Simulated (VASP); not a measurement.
# Pt (P6_3/mmc) in VASP: further runs

Pt is run at these levels: revpbe exchange, lda correlation; tasks: single point.

All numbers are computed with VASP 6.6.1; they aren't measurements. Logs are shortened: lines on timing, memory, paths and dates and some standing lists are left out, and cuts for length are marked.

## 1. The cell of the first run

The structure is hexagonal, space group P6_3/mmc (No. 194). Conventional cell: a = 2.853 Å, b = 2.853 Å, c = 4.488 Å, α = 90.00°, β = 90.00°, γ = 120.00°. Within 3.7 Å of Pt (site symmetry -6m2) lie 12 Pt at 2.78 to 2.85 Å.

This isn't the form of Pt at room conditions, which is fcc.

## 2. Single point, revpbe exchange, lda correlation

INCAR reads:

```
ALGO     = Normal         # electronic algorithm
EDIFF    = 1E-6           # SCF threshold, eV
ENCUT    = 500            # plane-wave cutoff, eV
GGA      = LIBXC          # functional
GGA_COMPAT= False        
ISIF     = 2              # what is computed and relaxed
ISMEAR   = -1             # smearing method
LASPH    = True           # aspherical terms in the spheres
LCHARG   = False          # write CHGCAR
LIBXC1   = GGA_X_PBE_R  
LIBXC2   = LDA_C_PW     
LREAL    = False          # projectors in reciprocal space
LWAVE    = False          # write WAVECAR
NBANDS   = 17             # bands
NELM     = 120            # most SCF steps
PREC     = Accurate       # precision mode
SIGMA    = 0.15           # smearing width, eV
```

KPOINTS reads:

```
k-points
0
Gamma
  10 10 5
```

POSCAR reads:

```
Pt
1.0
    2.8527233333      0.0000000000      0.0000000000
   -1.4263100000      2.4704933333      0.0000000000
    0.0000000000      0.0000000000      4.4879188345
Pt
2
Direct
    0.6666666667      0.3333333333      0.7500000000
    0.3333333333      0.6666666667      0.2500000000
```

Potentials or basis: VASP PAW PBE potentials, release 64 (Pt).

Launch:

```
> cat potpaw_PBE.64/Pt/POTCAR > POTCAR
> mpirun -np 1 vasp_std > vasp.out
```

OUTCAR:

```text
EDIFF = 1E-6
   ENCUT = 500
   GGA = LIBXC
   ISIF = 2
   ISMEAR = -1
   LASPH = True
   LREAL = False
   NELM = 120
   PREC = Accurate

 ion  position               nearest neighbor table
   1  0.667  0.333  0.750-   2 2.78   2 2.78   2 2.78   2 2.78   2 2.78   2 2.78
   2  0.333  0.667  0.250-   1 2.78   1 2.78   1 2.78   1 2.78   1 2.78   1 2.78

  Warning from LATTYP: Monoclinic adjustment (A1->A3, A2->A1, A3->A2)!
  LATTYP: Found a base centered orthorhombic cell.
 ALAT       =     2.8526649866
 B/A-ratio  =     1.7320953388
 C/A-ratio  =     1.5732372555

  Lattice vectors:

 A1 = (   1.4264133333,   2.4704933333,   0.0000000000)
 A2 = (  -2.8527233333,   0.0000000000,   0.0000000000)
 A3 = (   0.0000000000,   0.0000000000,   4.4879188345)

Analysis of symmetry for initial positions (statically):
=====================================================================
 Subroutine PRICEL returns:
 Original cell was already a primitive cell.

 Routine SETGRP: Setting up the symmetry group for a
 base centered orthorhombic supercell.

 Subroutine GETGRP returns: Found  8 space group operations
 (whereof  4 operations were pure point group operations)
 out of a pool of  8 trial point group operations.

The static configuration has the point symmetry C_2h.
 The point group associated with its full space group is D_2h.

Analysis of symmetry for dynamics (positions and initial velocities):
=====================================================================
 Subroutine PRICEL returns:
 Original cell was already a primitive cell.

 Routine SETGRP: Setting up the symmetry group for a
 base centered orthorhombic supercell.

 Subroutine GETGRP returns: Found  8 space group operations
 (whereof  4 operations were pure point group operations)
 out of a pool of  8 trial point group operations.

The dynamic configuration has the point symmetry C_2h.
 The point group associated with its full space group is D_2h.

 Subroutine INISYM returns: Found  8 space group operations
 (whereof  4 operations are pure point group operations),
 and found     1 'primitive' translations

----------------------------------------------------------------------------------------

                                     Primitive cell

  volume of cell :      31.6292

  direct lattice vectors                    reciprocal lattice vectors
     2.852723333  0.000000000  0.000000000     0.350542230  0.202381396  0.000000000
    -1.426310000  2.470493333  0.000000000     0.000000000  0.404777453  0.000000000
     0.000000000  0.000000000  4.487918835     0.000000000  0.000000000  0.222820429

  length of vectors
     2.852723333  2.852664987  4.487918835     0.404769174  0.404777453  0.222820429

  position of ions in fractional coordinates (direct lattice)
     0.666666667  0.333333333  0.750000000
     0.333333333  0.666666667  0.250000000

  ion indices of the primitive-cell ions
   primitive index   ion index
                 1           1
                 2           2

----------------------------------------------------------------------------------------

 KPOINTS: k-points

Automatic generation of k-mesh.
 Grid dimensions read from file:
 generate k-points for:   10   10    5

 Generating k-lattice:

  Cartesian coordinates                     Fractional coordinates (reciprocal lattice)
     0.035054223  0.020238140  0.000000000     0.100000000  0.000000000  0.000000000
     0.000000000  0.040477745  0.000000000     0.000000000  0.100000000  0.000000000
     0.000000000  0.000000000  0.044564086     0.000000000  0.000000000  0.200000000

  Length of vectors
     0.040476917  0.040477745  0.044564086

  Shift w.r.t. Gamma in fractional coordinates (k-lattice)
     0.000000000  0.000000000  0.000000000

 Subroutine IBZKPT returns following result:
 ===========================================

 Found     93 irreducible k-points:

 Following reciprocal coordinates:
            Coordinates               Weight
  0.000000  0.000000  0.000000      1.000000
  0.100000 -0.000000  0.000000      2.000000
  0.200000 -0.000000  0.000000      2.000000
  0.300000  0.000000  0.000000      2.000000
  0.400000  0.000000  0.000000      2.000000
  0.500000  0.000000  0.000000      1.000000
[... 16 lines left out ...]
  0.000000  0.400000  0.000000      4.000000
  0.100000  0.400000  0.000000      4.000000
 [... further k-points ...]
   k-points           NKPTS =     93   k-points in BZ     NKDIM =     93   number of bands    NBANDS=     17
   number of dos      NEDOS =    301   number of ions     NIONS =      2
   total plane-waves  NPLWV =  20736
   dimension x,y,z NGX =    24 NGY =   24 NGZ =   36
   dimension x,y,z NGXF=    48 NGYF=   48 NGZF=   72
   ions per type =               2
   NGX,Y,Z   is equivalent  to a cutoff of  13.99, 13.99, 13.34 a.u.
   NGXF,Y,Z  is equivalent  to a cutoff of  27.97, 27.97, 26.67 a.u.
 SYSTEM =  unknown system
   PREC   = accura    normal or accurate (medium, high low for compatibility)
   ISTART =      0    job   : 0-new  1-cont  2-samecut
   ICHARG =      2    charge: 1-file 2-atom 10-const
   ISPIN  =      1    spin polarized calculation?
   LNONCOLLINEAR =      F non collinear calculations
   LSORBIT =      F    spin-orbit coupling
   LASPH  =      T    aspherical Exc in radial PAW
   ENCUT  =  500.0 eV  36.75 Ry    6.06 a.u.   5.20  5.20  8.18*2*pi/ulx,y,z
   NELM   =    120;   NELMIN=  2; NELMDL= -5     # of ELM steps
   EDIFF  = 0.1E-05   stopping-criterion for ELM
   LREAL  =      F    real-space projection
   EDIFFG = 0.1E-04   stopping-criterion for IOM
   NSW    =      0    number of steps for IOM
   IBRION =     -1    ionic relax: 0-MD 1-quasi-New 2-CG
   NFREE  =      0    steps in history (QN), initial steepest desc. (CG)
   ISIF   =      2    stress and relaxation
   ISYM   =      2    0-nonsym 1-usesym 2-fastsym
   POTIM  = 0.5000    time-step for ionic-motion
   TEBEG  =    0.0;   TEEND  =   0.0 temperature during run
   PSTRESS=    0.0 pullay stress
   NELECT =      20.0000    total number of electrons
   NUPDOWN=      -1.0000    fix difference up-down
   EMIN   =  10.00;   EMAX   =-10.00  energy-range for DOS
   EFERMI =   0.00;   METHOD = LEGACY
   ISMEAR =    -1;   SIGMA  =   0.15  broadening in eV -4-tet -1-fermi 0-gaus
   EFERMI_NEDOS =   21; number of points for ismear=-14 and -15
   IALGO  =     38    algorithm
   IMIX   =      4    mixing-type and parameters
     AMIX     =   0.40;   BMIX     =  1.00
     AMIX_MAG =   1.60;   BMIX_MAG =  1.00
  volume/ion in A,a.u.               =      15.81       106.72
  Fermi-wavevector in a.u.,A,eV,Ry     =   1.405148  2.655345 26.863897  1.974441
  Thomas-Fermi vector in A             =   2.527638
   LORBIT       =      0    0 simple, 1 ext, 2 COOP (PROOUT), +10 PAW based schemes
   GGA     = LIBXC    functional components
   LHFCALC =     F    Hartree Fock is set to
   AEXX    =    0.0000 exact exchange contribution
   IVDW    =     0    specifies the selected vdW correction
   LEPSILON=     F    determine dielectric tensor
   LRPA    =     F    only Hartree local field effects (RPA)
 non-spin polarized calculation
  energy-cutoff  :      500.00
  volume of cell :       31.63
 maximum number of plane-waves:       820
 NGX is ok and might be reduce to    24

 number of electron      19.9999996 magnetization

 Free energy of the ion-electron system (eV)
  ---------------------------------------------------
  ext. energy  EPLUGINS =         0.00000000
  ---------------------------------------------------
  free energy    TOTEN  =        -7.73530221 eV

  energy without entropy =       -7.47536720  energy(sigma->0) =       -7.60533471

 E-fermi :  10.5026     XC(G=0): -12.8727

 val. band max:       10.5017475072   @ k =   0.2000   0.1000   0.0000
 cond. band min:      10.5067417456   @ k =   0.5000   0.0000   0.4000
 fundamental gap:      0.0049942384
 Fermi energy:        10.5025686455

 k-point     1 :       0.0000    0.0000    0.0000
  band No.  band energies     occupation
      1       1.0634      2.00000
      2       3.8662      2.00000
      3       7.1266      2.00000
      4       7.1270      2.00000
      5       7.2661      2.00000
      6       7.6426      2.00000
[... 9 lines left out ...]
     16      28.3883      0.00000
     17      30.2300      0.00000

 k-point     2 :       0.1000   -0.0000    0.0000
  band No.  band energies     occupation
      1       1.3904      2.00000
      2       4.1253      2.00000
      3       6.7369      2.00000
      4       7.3687      2.00000
      5       7.4975      2.00000
      6       7.6524      2.00000
[... 9 lines left out ...]
     16      28.3257      0.00000
     17      28.8280      0.00000

 k-point     3 :       0.2000   -0.0000    0.0000
  band No.  band energies     occupation
      1       2.2913      2.00000
      2       4.6823      2.00000
      3       6.3601      2.00000
      4       6.7744      2.00000
      5       7.2496      2.00000
      6       7.4643      2.00000
[... 9 lines left out ...]
     16      28.0299      0.00000
     17      28.2079      0.00000

 k-point     4 :       0.3000    0.0000    0.0000
  band No.  band energies     occupation
      1       3.4392      2.00000
      2       4.7835      2.00000
      3       5.7870      2.00000
      4       6.5774      2.00000
      5       7.0891      2.00000
      6       7.3063      2.00000
[... 9 lines left out ...]
     16      26.3896      0.00000
     17      27.0277      0.00000
[... 343 lines left out ...]
      1       3.0860      2.00000
      2       5.0325      2.00000
      3       6.1132      2.00000
      4       6.1635      2.00000
      5       7.0799      2.00000
      6       7.2269      2.00000
[... 9 lines left out ...]
     16      27.1862      0.00000
     17      29.1001      0.00000

 k-point    23 :       0.0000    0.4000    0.0000
  band No.  band energies     occupation
      1       4.1813      2.00000
      2       4.5159      2.00000
      3       5.1427      2.00000
      4       6.8233      2.00000
      5       7.2494      2.00000
      6       7.6316      2.00000
[... 9 lines left out ...]
     16      22.9475      0.00000
     17      25.2218      0.00000

 k-point    24 :       0.1000    0.4000    0.0000
  band No.  band energies     occupation
      1       4.5404      2.00000
      2       4.6247      2.00000
      3       4.9770      2.00000
      4       6.7195      2.00000
      5       7.2934      2.00000
      6       7.5145      2.00000
[... 9 lines left out ...]
     16      22.4895      0.00000
     17      25.0533      0.00000

 [... further k-points ...]

------------------------ aborting loop because EDIFF is reached ----------------------------------------

  FORCE on cell =-STRESS in cart. coord.  units (eV):
  Direction    XX          YY          ZZ          XY          YZ          ZX
  --------------------------------------------------------------------------------------
  -------------------------------------------------------------------------------------
  Total        3.8075514      3.8077569      5.6106902     -0.0001985     -0.0000000      0.0000000
  in kB      192.8714864    192.8818953    284.2094642     -0.0100569     -0.0000000      0.0000000
  external PRESSURE =     223.3209486 kB  Pullay stress =       0.0000000 kB

 VOLUME and BASIS-vectors are now :
 -----------------------------------------------------------------------------
  energy-cutoff  :      500.00
  volume of cell :       31.63
      direct lattice vectors                 reciprocal lattice vectors
     2.852723333  0.000000000  0.000000000     0.350542230  0.202381396  0.000000000
    -1.426310000  2.470493333  0.000000000     0.000000000  0.404777453  0.000000000
     0.000000000  0.000000000  4.487918835     0.000000000  0.000000000  0.222820429

 POSITION                                       TOTAL-FORCE (eV/Angst)
 -----------------------------------------------------------------------------------
      1.42638      0.82350      3.36594         0.000064      0.000037      0.000000
      0.00003      1.64700      1.12198        -0.000064     -0.000037      0.000000
 -----------------------------------------------------------------------------------
    total drift:                                0.000000     -0.000000     -0.000000

  FREE ENERGIE OF THE ION-ELECTRON SYSTEM (eV)
  ---------------------------------------------------
  free  energy   TOTEN  =        -7.7353022127 eV

  energy  without entropy=       -7.4753671974  energy(sigma->0) =       -7.60533471
```

Wall time 17 s (1 thread of Intel Xeon Platinum 8488C (Sapphire Rapids), shared host); peak memory 0.18 GiB.

Results:

- Free energy: -7.7353 eV
- Pressure: 22.3 GPa
- Band gap on the k mesh: zero (bands 10 and 11 overlap by 0.85 eV)

Levels at points of the mesh, in eV from the Fermi level:
```
           k point  band 7  band 8  band 9  band 10  band 11  band 12  band 13  band 14
(0.00, 0.00, 0.00)   -2.86   -2.51   -2.51    -0.33    -0.33     0.41     5.94    15.09
(0.50, 0.00, 0.00)   -2.55   -0.21    0.14     0.23     2.08     3.31     7.89     9.74
(0.00, 0.50, 0.00)   -2.55   -0.21    0.14     0.23     2.08     3.31     7.90     9.75
```

Caveat: the cell stands under pressure; the PAW data sets were made with another functional, which shifts forces and pressure a little; spin-orbit coupling is left out, which moves the levels of the heavy elements.

## 3. Single point, revpbe exchange, lda correlation

This run uses another cell than the first one, of the same volume but with other edges.

INCAR reads:

```
PREC = Accurate
ENCUT = 500
EDIFF = 1E-6
ISMEAR = -1
SIGMA = 0.15
LREAL = F
LASPH = T
NELM = 120
ALGO = Normal
ISIF = 2
LWAVE = F
LCHARG = T
GGA = LIBXC
LIBXC1 = GGA_X_PBE_R
LIBXC2 = LDA_C_PW
LELF = T
LVHAR = T
NBANDS = 17
GGA_COMPAT = F
```

KPOINTS reads:

```
Automatic mesh
0
Gamma
  10 10 5
```

POSCAR reads:

```
Pt
1.0
    2.8987350000      0.0000000000      0.0000000000
   -1.4493150000      2.5103400000      0.0000000000
    0.0000000000      0.0000000000      4.3465759637
Pt
2
Direct
    0.6666666667      0.3333333333      0.7500000000
    0.3333333333      0.6666666667      0.2500000000
```

Potentials or basis: VASP PAW PBE potentials, release 64 (Pt).

Launch:

```
> cat potpaw_PBE.64/Pt/POTCAR > POTCAR
> mpirun -np 1 vasp_std > vasp.out
```

Run time: 16 s. Hardware: 1 thread of Intel Xeon Platinum 8488C (Sapphire Rapids), shared host; peak memory 0.17 GiB.

It converged, with:

| Property | Result |
| --- | --- |
| Free energy | -7.6696 eV |
| Pressure | 23.8 GPa |
| Band gap on the k mesh | zero (bands 10 and 11 overlap by 0.94 eV) |

Stress tensor (GPa, compression positive):
```
19.98  0.00  0.00
 0.00 19.98  0.00
 0.00  0.00 31.52
```

Levels at points of the mesh, in eV from the Fermi level:
```
           k point  band 7  band 8  band 9  band 10  band 11  band 12  band 13  band 14
(0.00, 0.00, 0.00)   -2.84   -2.79   -2.79    -0.34    -0.34     0.85     6.60    14.87
(0.50, 0.00, 0.00)   -2.32   -0.45    0.00     0.38     1.87     3.01     8.28    10.13
(0.00, 0.50, 0.00)   -2.32   -0.45    0.00     0.38     1.87     3.01     8.28    10.13
```

Caveat: the cell stands under pressure; the PAW data sets were made with another functional, which shifts forces and pressure a little; spin-orbit coupling is left out, which moves the levels of the heavy elements.
